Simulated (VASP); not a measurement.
# H17O8F in VASP: single point with PBE+D3(BJ)

Aim: the single point of H17O8F with PBE+D3(BJ).

Everything below comes from runs of VASP 6.6.1. Logs are shortened: lines on timing, memory, paths and dates and some standing lists are left out, and cuts for length are marked.

## 1. The cell of the first run

The cell holds a disordered packing, 26 atoms: a = 6.495 Å, b = 6.495 Å, c = 6.495 Å, α = 90.00°, β = 90.00°, γ = 90.00°.

## 2. Single point, PBE+D3(BJ)

File INCAR:

```
  PREC = Accurate
  ENCUT = 1010
  EDIFF = 1E-6
  ISMEAR = -1
  SIGMA = 0.05
  LREAL = Auto
  LASPH = T
  NELM = 120
  ALGO = Normal
  ISIF = 2
  LWAVE = F
  LCHARG = F
  GGA = PE
  IVDW = 12
  NBANDS = 55
  GGA_COMPAT = F
```

File KPOINTS:

```
Automatic mesh
0
Gamma
  1 1 1
```

File POSCAR:

```
H17O8F
1.0
    6.4950650000      0.0000000000      0.0000000000
    0.0000000000      6.4950650000      0.0000000000
    0.0000000000      0.0000000000      6.4950650000
O H F
8 17 1
Direct
    0.5123270391      0.0986889675      0.8806695764
    0.4612613621      0.6598191581      0.1918592220
    0.6751489427      0.4751188745      0.8810485699
    0.6807191621      0.8160307771      0.6095748802
    1.0261829681      0.3213414026      0.5553959413
    0.0830363602      0.8578196537      0.2973048429
    0.1921561274      0.6665666358      0.6974223080
    0.6525565473      0.3253689118      0.3854462338
    0.3629710802      0.0878279801      0.8564316270
    0.5774181358     -0.0005481646      0.7843366718
    0.5402024444      0.7873784959      0.2080861041
    0.5132184634      0.6025106385      0.0591076634
    0.8028854654      0.4524686677      0.9554346914
    0.6117714171      0.3330879021      0.8720807122
    0.8155782028      0.8283956161      0.5446916482
    0.6853457673      0.6860263073      0.6886721167
    0.8799574123      0.3313917788      0.5055733333
    1.0682529371      0.4587765946      0.6139368013
    0.0755507888      0.9911516221      0.2282733571
    0.1961826762      0.7848524209      0.2261713785
    0.1330172757      0.7949752710      0.7544995960
    0.2550765036      0.7183943653      0.5708416417
    0.5832403252      0.4523502951      0.3360235682
    0.5465382363      0.2492533183      0.4582659874
    0.0569665246      0.1856658503      0.6876728784
    0.0961099347      0.0690207595      0.8076245489
```

Potentials or basis: VASP PAW PBE potentials, release 64 (O_h, H_h, F_h).

The run is started by

```
> cat potpaw_PBE.64/O_h/POTCAR potpaw_PBE.64/H_h/POTCAR potpaw_PBE.64/F_h/POTCAR > POTCAR
> mpirun -np 1 vasp_gam > vasp.out
```

OUTCAR:

```text
PREC = Accurate
   ENCUT = 1010
   EDIFF = 1E-6
   ISMEAR = -1
   LREAL = Auto
   LASPH = T
   NELM = 120
   ISIF = 2
   GGA = PE
   IVDW = 12
 IVDW          = 12

 ion  position               nearest neighbor table
   1  0.512  0.099  0.881-   9 0.99  10 0.99
   2  0.461  0.660  0.192-  11 0.98  12 1.00
   3  0.675  0.475  0.881-  13 0.97  14 1.01
   4  0.681  0.816  0.610-  15 0.98  16 0.99
   5  0.026  0.321  0.555-  17 1.01  18 1.01
   6  0.083  0.858  0.297-  19 0.98  20 0.99
   7  0.192  0.667  0.697-  22 0.98  21 0.99
   8  0.653  0.325  0.385-  24 0.97  23 0.99
   9  0.363  0.088  0.856-   1 0.99
  10  0.577  0.999  0.784-   1 0.99
  11  0.540  0.787  0.208-   2 0.98
  12  0.513  0.603  0.059-   2 1.00
  13  0.803  0.452  0.955-   3 0.97
  14  0.612  0.333  0.872-   3 1.01
[... 10 lines left out ...]
  25  0.057  0.186  0.688-  26 1.12
  26  0.096  0.069  0.808-  25 1.12

  LATTYP: Found a simple cubic cell.
 ALAT       =     6.4950650000

  Lattice vectors:

 A1 = (   6.4950650000,   0.0000000000,   0.0000000000)
 A2 = (   0.0000000000,   6.4950650000,   0.0000000000)
 A3 = (   0.0000000000,   0.0000000000,   6.4950650000)

Analysis of symmetry for initial positions (statically):
=====================================================================
 Subroutine PRICEL returns:
 Original cell was already a primitive cell.

 Routine SETGRP: Setting up the symmetry group for a
 simple cubic supercell.

 Subroutine GETGRP returns: Found  1 space group operations
 (whereof  1 operations were pure point group operations)
 out of a pool of 48 trial point group operations.

The static configuration has the point symmetry C_1 .

Analysis of symmetry for dynamics (positions and initial velocities):
=====================================================================
 Subroutine PRICEL returns:
 Original cell was already a primitive cell.

 Routine SETGRP: Setting up the symmetry group for a
 simple cubic supercell.

 Subroutine GETGRP returns: Found  1 space group operations
 (whereof  1 operations were pure point group operations)
 out of a pool of 48 trial point group operations.

The dynamic configuration has the point symmetry C_1 .

 Subroutine INISYM returns: Found  1 space group operations
 (whereof  1 operations are pure point group operations),
 and found     1 'primitive' translations

----------------------------------------------------------------------------------------

                                     Primitive cell

  volume of cell :     274.0000

  direct lattice vectors                    reciprocal lattice vectors
     6.495065000  0.000000000  0.000000000     0.153963047  0.000000000  0.000000000
     0.000000000  6.495065000  0.000000000     0.000000000  0.153963047  0.000000000
     0.000000000  0.000000000  6.495065000     0.000000000  0.000000000  0.153963047

  length of vectors
     6.495065000  6.495065000  6.495065000     0.153963047  0.153963047  0.153963047

  position of ions in fractional coordinates (direct lattice)
     0.512327039  0.098688968  0.880669576
     0.461261362  0.659819158  0.191859222
     0.675148943  0.475118874  0.881048570
     0.680719162  0.816030777  0.609574880
     0.026182968  0.321341403  0.555395941
     0.083036360  0.857819654  0.297304843
[... 18 lines left out ...]
     0.056966525  0.185665850  0.687672878
     0.096109935  0.069020759  0.807624549

  ion indices of the primitive-cell ions
   primitive index   ion index
                 1           1
                 2           2
                 3           3
                 4           4
                 5           5
                 6           6
[... 18 lines left out ...]
                25          25
                26          26

----------------------------------------------------------------------------------------

 KPOINTS: Automatic mesh

Automatic generation of k-mesh.
 Grid dimensions read from file:
 generate k-points for:    1    1    1

 Generating k-lattice:

  Cartesian coordinates                     Fractional coordinates (reciprocal lattice)
     0.153963047  0.000000000  0.000000000     1.000000000  0.000000000  0.000000000
     0.000000000  0.153963047  0.000000000     0.000000000  1.000000000  0.000000000
     0.000000000  0.000000000  0.153963047     0.000000000  0.000000000  1.000000000

  Length of vectors
     0.153963047  0.153963047  0.153963047

  Shift w.r.t. Gamma in fractional coordinates (k-lattice)
     0.000000000  0.000000000  0.000000000

 Subroutine IBZKPT returns following result:
 ===========================================

 Found      1 irreducible k-points:

 Following reciprocal coordinates:
            Coordinates               Weight
  0.000000  0.000000  0.000000      1.000000
   k-points           NKPTS =      1   k-points in BZ     NKDIM =      1   number of bands    NBANDS=     55
   number of dos      NEDOS =    301   number of ions     NIONS =     26
   total plane-waves  NPLWV = 343000
   dimension x,y,z NGX =    70 NGY =   70 NGZ =   70
   dimension x,y,z NGXF=   140 NGYF=  140 NGZF=  140
   ions per type =               8  17   1
   NGX,Y,Z   is equivalent  to a cutoff of  17.92, 17.92, 17.92 a.u.
   NGXF,Y,Z  is equivalent  to a cutoff of  35.83, 35.83, 35.83 a.u.
 SYSTEM =  unknown system
   PREC   = accura    normal or accurate (medium, high low for compatibility)
   ISTART =      0    job   : 0-new  1-cont  2-samecut
   ICHARG =      2    charge: 1-file 2-atom 10-const
   ISPIN  =      1    spin polarized calculation?
   LNONCOLLINEAR =      F non collinear calculations
   LSORBIT =      F    spin-orbit coupling
   LASPH  =      T    aspherical Exc in radial PAW
   ENCUT  = 1010.0 eV  74.23 Ry    8.62 a.u.  16.83 16.83 16.83*2*pi/ulx,y,z
   NELM   =    120;   NELMIN=  2; NELMDL= -5     # of ELM steps
   EDIFF  = 0.1E-05   stopping-criterion for ELM
   LREAL  =      T    real-space projection
   EDIFFG = 0.1E-04   stopping-criterion for IOM
   NSW    =      0    number of steps for IOM
   IBRION =     -1    ionic relax: 0-MD 1-quasi-New 2-CG
   NFREE  =      0    steps in history (QN), initial steepest desc. (CG)
   ISIF   =      2    stress and relaxation
   ISYM   =      2    0-nonsym 1-usesym 2-fastsym
   POTIM  = 0.5000    time-step for ionic-motion
   TEBEG  =    0.0;   TEEND  =   0.0 temperature during run
   PSTRESS=    0.0 pullay stress
   NELECT =      72.0000    total number of electrons
   NUPDOWN=      -1.0000    fix difference up-down
   EMIN   =  10.00;   EMAX   =-10.00  energy-range for DOS
   EFERMI =   0.00;   METHOD = LEGACY
   ISMEAR =    -1;   SIGMA  =   0.05  broadening in eV -4-tet -1-fermi 0-gaus
   EFERMI_NEDOS =   21; number of points for ismear=-14 and -15
   IALGO  =     38    algorithm
   IMIX   =      4    mixing-type and parameters
     AMIX     =   0.40;   BMIX     =  1.00
     AMIX_MAG =   1.60;   BMIX_MAG =  1.00
  volume/ion in A,a.u.               =      10.54        71.12
  Fermi-wavevector in a.u.,A,eV,Ry     =   1.048581  1.981532 14.959919  1.099523
  Thomas-Fermi vector in A             =   2.183509
   LORBIT       =      0    0 simple, 1 ext, 2 COOP (PROOUT), +10 PAW based schemes
   GGA     = PE    functional components
   LHFCALC =     F    Hartree Fock is set to
   AEXX    =    0.0000 exact exchange contribution
   IVDW    =    12    specifies the selected vdW correction
   LEPSILON=     F    determine dielectric tensor
   LRPA    =     F    only Hartree local field effects (RPA)
 non-spin polarized calculation
  energy-cutoff  :     1010.00
  volume of cell :      274.00
 maximum number of plane-waves:     10003
 NGX is ok and might be reduce to    70
   NGX = 33   NGY = 33   NGZ = 33

 number of electron      72.0000001 magnetization

 Free energy of the ion-electron system (eV)
  ---------------------------------------------------
  ext. energy  EPLUGINS =         0.00000000
  ---------------------------------------------------
  free energy    TOTEN  =      -126.07571792 eV

  energy without entropy =     -126.07571792  energy(sigma->0) =     -126.07571792

 E-fermi :  -2.4594     XC(G=0):  -6.6583

 val. band max:       -3.7550578573   @ k =   0.0000   0.0000   0.0000
 cond. band min:       1.1159298682   @ k =   0.0000   0.0000   0.0000
 fundamental gap:      4.8709877255
 Fermi energy:        -2.4593840553

 k-point     1 :       0.0000    0.0000    0.0000
  band No.  band energies     occupation
      1     -24.8093      2.00000
      2     -22.5269      2.00000
      3     -22.3441      2.00000
      4     -22.0741      2.00000
      5     -21.9952      2.00000
      6     -21.8589      2.00000
[... 40 lines left out ...]
     47       7.0676      0.00000
     48       7.2159      0.00000
 [bands above 48 left out]

------------------------ aborting loop because EDIFF is reached ----------------------------------------

 Edisp (eV)   -0.82934

 E8    (eV) :    -0.1693

  FORCE on cell =-STRESS in cart. coord.  units (eV):
  Direction    XX          YY          ZZ          XY          YZ          ZX
  --------------------------------------------------------------------------------------
  -------------------------------------------------------------------------------------
  Total      -1.30110    -2.20320    -0.59006     0.27766     0.57133     0.35669
  in kB      -7.60800   -12.88292    -3.45028     1.62360     3.34075     2.08568
  external pressure =       -7.98 kB  Pullay stress =        0.00 kB

 VOLUME and BASIS-vectors are now :
 -----------------------------------------------------------------------------
  energy-cutoff  :     1010.00
  volume of cell :      274.00
      direct lattice vectors                 reciprocal lattice vectors
     6.495065000  0.000000000  0.000000000     0.153963047  0.000000000  0.000000000
     0.000000000  6.495065000  0.000000000     0.000000000  0.153963047  0.000000000
     0.000000000  0.000000000  6.495065000     0.000000000  0.000000000  0.153963047

 POSITION                                       TOTAL-FORCE (eV/Angst)
 -----------------------------------------------------------------------------------
      3.32760      0.64099      5.72001        -0.072736     -0.008973     -0.141825
      2.99592      4.28557      1.24614         0.125436      0.229580     -0.074537
      4.38514      3.08593      5.72247         0.028672     -0.006789      0.022847
      4.42132      5.30017      3.95923         0.087856     -0.027495     -0.047164
      0.17006      2.08713      3.60733        -0.051217      0.087817      0.089600
      0.53933      5.57159      1.93101         0.082486      0.155826     -0.232852
[... 18 lines left out ...]
      0.37000      1.20591      4.46648         0.002618      0.001932     -0.019028
      0.62424      0.44829      5.24557         0.014901     -0.041454      0.067355
 -----------------------------------------------------------------------------------
    total drift:                               -0.002145     -0.001863     -0.004425

  FREE ENERGIE OF THE ION-ELECTRON SYSTEM (eV)
  ---------------------------------------------------
  free  energy   TOTEN  =      -126.9050580628 eV

  energy  without entropy=     -126.9050580627  energy(sigma->0) =     -126.90505806
```

It took 80 s on 1 thread of Intel Xeon Platinum 8488C (Sapphire Rapids), shared host; peak memory 0.65 GiB.

Results:

| Property | Result |
| --- | --- |
| Free energy | -126.9051 eV |
| Pressure | -0.8 GPa |
| Largest force | 0.292 eV/Å |
| Dispersion energy per atom | -0.032 eV |

Forces on the atoms (eV/Å):
```
O   -0.073 -0.009 -0.142
O    0.125  0.230 -0.075
O    0.029 -0.007  0.023
O    0.088 -0.027 -0.047
O   -0.051  0.088  0.090
O    0.082  0.156 -0.233
O    0.030  0.269 -0.041
O   -0.075  0.022  0.009
H    0.083  0.033  0.024
H    0.000  0.050  0.056
H   -0.133 -0.243  0.053
H    0.014  0.004  0.057
H   -0.024  0.035 -0.009
H   -0.027 -0.009 -0.010
H   -0.042  0.015  0.003
H   -0.023  0.045 -0.029
H    0.032 -0.030 -0.029
H    0.019 -0.048 -0.043
H   -0.002 -0.250  0.095
H   -0.146  0.074  0.124
H    0.055 -0.206 -0.055
H   -0.080 -0.104  0.105
H    0.043 -0.045  0.014
H    0.056 -0.003  0.012
H    0.003  0.002 -0.019
F    0.015 -0.041  0.067
```

Caveat: the k points lie up to 0.97 Å⁻¹ apart, too coarse for converged energies, forces and pressures.
